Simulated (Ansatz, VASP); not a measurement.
Li3IF2 in VASP and in Ansatz

```xyz
6
Lattice="5.6887 0.0000 0.0000 -2.8443 4.9265 0.0000 0.0000 0.0000 4.2247" Properties=species:S:1:pos:R:3 pbc="T T T"
Li    1.7797    3.0825    0.0000
Li   -1.0646    1.8440    0.0000
Li    2.1293    0.0000    0.0000
I     0.0000    0.0000    2.1124
F     2.8443    1.6422    0.0000
F     0.0000    3.2844    0.0000
```

Change from the starting cell: the structure that the rattled cell fell into.

Alike in both runs: functional PBE; k mesh 6 × 6 × 6; occupations gaussian, width 0.02 eV; no spin polarisation.

Ansatz relaxed the structure, and its values are those at the end. VASP's run is a single point on that final structure, the one shown.

```csv
,VASP,Ansatz
version,VASP 6.6.1,Ansatz 0.2.0
potentials or method,"VASP PAW PBE potentials, release 64 (Li_sv, I, F), cutoff 520 eV","scalar-relativistic, plane waves, PAW"
valence electrons in the cell,30,40
```

Ansatz gave:

```
gap on the k mesh at the Fermi level (eV) : 4.50
least direct gap on the mesh (eV)         : 4.50
rms of the force components (eV/Å)        : 0.000
```

Estimate VASP's values.

gap on the k mesh at the Fermi level (eV): 4.49; least direct gap on the mesh (eV): 4.49; rms of the force components (eV/Å): 0.011.

With one functional, cell and mesh, what is left measures potentials, basis and numerics. VASP's potentials hold 30 valence electrons a cell and Ansatz's 40, so a difference there can come from the potentials and not from the codes.

Spin-orbit coupling is off throughout. Noted on VASP's run: the cutoff is short for stress, so the pressure is rough.
